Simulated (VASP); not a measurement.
# Ge (I4_1/amd) in VASP: notebook

Ge is run at these levels: PBEsol, revPBE, BLYP, BLYP+D3(BJ); tasks: single point, relaxation of cell and atoms.

Program: VASP 6.6.1. These are calculated values, not measurements. Logs are shortened: lines on timing, memory, paths and dates and some standing lists are left out, and cuts for length are marked.

## 1. The cell of the first run

The structure is tetragonal, space group I4_1/amd (No. 141). The conventional cell has a = 5.149 Å, b = 5.149 Å, c = 2.851 Å, α = 90.00°, β = 90.00°, γ = 90.00°. Within 3.5 Å of Ge (site symmetry -4m2) lie 10 Ge at 2.67 to 3.35 Å.

## 2. Single point, PBEsol

INCAR

```
  ALGO = Normal
  EDIFF = 1E-7
  ENCUT = 520
  GGA = PS
  ISIF = 2
  ISMEAR = -1
  LASPH = True
  LCHARG = True
  LELF = True
  LREAL = False
  LVHAR = True
  LWAVE = False
  NBANDS = 21
  NELM = 60
  PREC = Accurate
  SIGMA = 0.05
```

KPOINTS

```
k-points
0
Gamma
  9 9 9
```

POSCAR

```
Ge
1.0
   -2.5744897190      2.5744897190      1.4253608961
    2.5744897190     -2.5744897190      1.4253608961
    2.5744897190      2.5744897190     -1.4253608961
Ge
2
Direct
    0.5000000000      0.5000000000      0.0000000000
    0.2500000000      0.7500000000      0.5000000000
```

Potentials or basis: VASP PAW PBE potentials, release 64 (Ge_d).

On the command line:

```
> cat potpaw_PBE.64/Ge_d/POTCAR > POTCAR
> mpirun -np 1 vasp_std > vasp.out
```

OUTCAR:

```text
EDIFF = 1E-7
   ENCUT = 520
   GGA = PS
   ISIF = 2
   ISMEAR = -1
   LASPH = True
   LREAL = False
   NELM = 60
   PREC = Accurate

 ion  position               nearest neighbor table
   1  0.500  0.500  0.000-   2 2.67   2 2.67   2 2.67   2 2.67
   2  0.250  0.750  0.500-   1 2.67   1 2.67   1 2.67   1 2.67

  LATTYP: Found a body centered tetragonal cell.
 ALAT       =     5.1489794380
 C/A-ratio  =     0.5536479270

  Lattice vectors:

 A1 = (  -2.5744897190,   2.5744897190,   1.4253608961)
 A2 = (   2.5744897190,  -2.5744897190,   1.4253608961)
 A3 = (   2.5744897190,   2.5744897190,  -1.4253608961)

Analysis of symmetry for initial positions (statically):
=====================================================================
 Subroutine PRICEL returns:
 Original cell was already a primitive cell.

 Routine SETGRP: Setting up the symmetry group for a
 body centered tetragonal supercell.

 Subroutine GETGRP returns: Found 16 space group operations
 (whereof  8 operations were pure point group operations)
 out of a pool of 16 trial point group operations.

The static configuration has the point symmetry D_2d.
 The point group associated with its full space group is D_4h.

Analysis of symmetry for dynamics (positions and initial velocities):
=====================================================================
 Subroutine PRICEL returns:
 Original cell was already a primitive cell.

 Routine SETGRP: Setting up the symmetry group for a
 body centered tetragonal supercell.

 Subroutine GETGRP returns: Found 16 space group operations
 (whereof  8 operations were pure point group operations)
 out of a pool of 16 trial point group operations.

The dynamic configuration has the point symmetry D_2d.
 The point group associated with its full space group is D_4h.

 Subroutine INISYM returns: Found 16 space group operations
 (whereof  8 operations are pure point group operations),
 and found     1 'primitive' translations

----------------------------------------------------------------------------------------

                                     Primitive cell

  volume of cell :      37.7892

  direct lattice vectors                    reciprocal lattice vectors
    -2.574489719  2.574489719  1.425360896     0.000000000  0.194213244  0.350788352
     2.574489719 -2.574489719  1.425360896     0.194213244  0.000000000  0.350788352
     2.574489719  2.574489719 -1.425360896     0.194213244  0.194213244  0.000000000

  length of vectors
     3.909942239  3.909942239  3.909942239     0.400962906  0.400962906  0.274659004

[... 79 lines left out ...]
   NELM   =     60;   NELMIN=  2; NELMDL= -5     # of ELM steps
   EDIFF  = 0.1E-06   stopping-criterion for ELM
   LREAL  =      F    real-space projection
   EDIFFG = 0.1E-05   stopping-criterion for IOM
   NSW    =      0    number of steps for IOM
   IBRION =     -1    ionic relax: 0-MD 1-quasi-New 2-CG
   NFREE  =      0    steps in history (QN), initial steepest desc. (CG)
   ISIF   =      2    stress and relaxation
   ISYM   =      2    0-nonsym 1-usesym 2-fastsym
   POTIM  = 0.5000    time-step for ionic-motion
   TEBEG  =    0.0;   TEEND  =   0.0 temperature during run
   PSTRESS=    0.0 pullay stress
   NELECT =      28.0000    total number of electrons
   NUPDOWN=      -1.0000    fix difference up-down
   EMIN   =  10.00;   EMAX   =-10.00  energy-range for DOS
   EFERMI =   0.00;   METHOD = LEGACY
   ISMEAR =    -1;   SIGMA  =   0.05  broadening in eV -4-tet -1-fermi 0-gaus
   EFERMI_NEDOS =   21; number of points for ismear=-14 and -15
   IALGO  =     38    algorithm
   IMIX   =      4    mixing-type and parameters
     AMIX     =   0.40;   BMIX     =  1.00
     AMIX_MAG =   1.60;   BMIX_MAG =  1.00
  volume/ion in A,a.u.               =      18.89       127.51
  Fermi-wavevector in a.u.,A,eV,Ry     =   1.481398  2.799437 29.858535  2.194540
  Thomas-Fermi vector in A             =   2.595313
   LORBIT       =      0    0 simple, 1 ext, 2 COOP (PROOUT), +10 PAW based schemes
   GGA     = PS    functional components
   LHFCALC =     F    Hartree Fock is set to
   AEXX    =    0.0000 exact exchange contribution
   IVDW    =     0    specifies the selected vdW correction
   LEPSILON=     F    determine dielectric tensor
   LRPA    =     F    only Hartree local field effects (RPA)
 non-spin polarized calculation
  energy-cutoff  :      520.00
  volume of cell :       37.79
 maximum number of plane-waves:      1037
 NGX is ok and might be reduce to    30
   NGX = 15   NGY = 15   NGZ = 15

 number of electron      28.0000019 magnetization

 Free energy of the ion-electron system (eV)
  ---------------------------------------------------
  ext. energy  EPLUGINS =         0.00000000
  ---------------------------------------------------
  free energy    TOTEN  =        -9.52156321 eV

  energy without entropy =       -9.51427819  energy(sigma->0) =       -9.51792070

 E-fermi :   6.4385     XC(G=0): -11.3694

 val. band max:        6.3937949057   @ k =   0.2222   0.1111   0.0000
 cond. band min:       6.4828102360   @ k =  -0.2222  -0.2222   0.2222
 fundamental gap:      0.0890153303
 Fermi energy:         6.4384621726

 k-point     1 :       0.0000    0.0000    0.0000
  band No.  band energies     occupation
      1     -18.2149      2.00000
      2     -18.1638      2.00000
      3     -18.1406      2.00000
      4     -18.1321      2.00000
      5     -18.0446      2.00000
      6     -18.0446      2.00000
[... 565 lines left out ...]
     20      19.6292      0.00000
     21      20.0909      0.00000

 [... further k-points ...]

------------------------ aborting loop because EDIFF is reached ----------------------------------------

  FORCE on cell =-STRESS in cart. coord.  units (eV):
  Direction    XX          YY          ZZ          XY          YZ          ZX
  --------------------------------------------------------------------------------------
  -------------------------------------------------------------------------------------
  Total       -0.4146585     -0.4146585     -0.6675028      0.0000000      0.0000000      0.0000000
  in kB      -17.5806107    -17.5806107    -28.3006582      0.0000000      0.0000000      0.0000000
  external PRESSURE =     -21.1539599 kB  Pullay stress =       0.0000000 kB

 VOLUME and BASIS-vectors are now :
 -----------------------------------------------------------------------------
  energy-cutoff  :      520.00
  volume of cell :       37.79
      direct lattice vectors                 reciprocal lattice vectors
    -2.574489719  2.574489719  1.425360896     0.000000000  0.194213244  0.350788352
     2.574489719 -2.574489719  1.425360896     0.194213244  0.000000000  0.350788352
     2.574489719  2.574489719 -1.425360896     0.194213244  0.194213244  0.000000000

 POSITION                                       TOTAL-FORCE (eV/Angst)
 -----------------------------------------------------------------------------------
      0.00000      0.00000      1.42536        -0.000000      0.000000      0.000000
      2.57449      0.00000      0.71268         0.000000     -0.000000     -0.000000
 -----------------------------------------------------------------------------------
    total drift:                                0.000000     -0.000000      0.000000

  FREE ENERGIE OF THE ION-ELECTRON SYSTEM (eV)
  ---------------------------------------------------
  free  energy   TOTEN  =        -9.5215632096 eV

  energy  without entropy=       -9.5142781929  energy(sigma->0) =       -9.51792070
```

Run time: 84 s. Hardware: 1 thread of Intel Xeon 8259CL, shared host; peak memory 0.19 GiB.

Results:

| Quantity | Value |
| --- | --- |
| Free energy | -9.5216 eV |
| Pressure | -2.1 GPa |
| Band gap on the k mesh | zero (bands 14 and 15 overlap by 5.06 eV) |

Stress tensor (GPa, compression positive):
```
-1.76  0.00  0.00
 0.00 -1.76  0.00
 0.00  0.00 -2.83
```

Levels at points of the mesh, in eV from the Fermi level:
```csv
k point,band 11,band 12,band 13,band 14,band 15,band 16,band 17,band 18
"(0.00, 0.00, 0.00)",-13.14,-3.90,-2.19,-2.19,3.37,7.63,7.63,7.65
```

Caveat: the PAW data sets were made with another functional, which shifts forces and pressure a little.

## 3. Single point, PBEsol

This run uses another cell than the first one, of 19.27 Å³/atom.

INCAR

```
ALGO = Normal ; EDIFF = 1E-6
ENCUT = 520 ; GGA = PS
ISIF = 2 ; ISMEAR = -1
LASPH = T ; LCHARG = T
LELF = T ; LREAL = F
LVHAR = T ; LWAVE = F
NBANDS = 21 ; NELM = 100
PREC = Accurate ; SIGMA = 0.05
```

KPOINTS is that of step 2.

POSCAR

```
Ge
1.0
   -2.5744897190      2.5744897190      1.4533091489
    2.5744897190     -2.5744897190      1.4533091489
    2.5744897190      2.5744897190     -1.4533091489
Ge
2
Direct
    0.5000000000      0.5000000000      0.0000000000
    0.2500000000      0.7500000000      0.5000000000
```

Potentials or basis: VASP PAW PBE potentials, release 64 (Ge_d).

On the command line:

```
> cat potpaw_PBE.64/Ge_d/POTCAR > POTCAR
> mpirun -np 1 vasp_std > vasp.out
```

Run time: 75 s. Hardware: 1 thread of Intel Xeon 8259CL, shared host; peak memory 0.2 GiB.

It converged, with:

```yaml
Free_energy: -9.5060 eV
Pressure: -3.4 GPa
Band_gap_on_the_k_mesh: zero (bands 14 and 15 overlap by 5.11 eV)
```

Stress tensor (GPa, compression positive):
```
-3.12  0.00  0.00
 0.00 -3.12  0.00
 0.00  0.00 -4.05
```

Levels at points of the mesh, in eV from the Fermi level:
```csv
k point,band 12,band 13,band 14,band 15,band 16,band 17
"(0.00, 0.00, 0.00)",-3.73,-2.05,-2.05,3.50,7.20,7.37
```

Caveat: the cell stands under tension; the PAW data sets were made with another functional, which shifts forces and pressure a little.

[end of part 1 of 2]
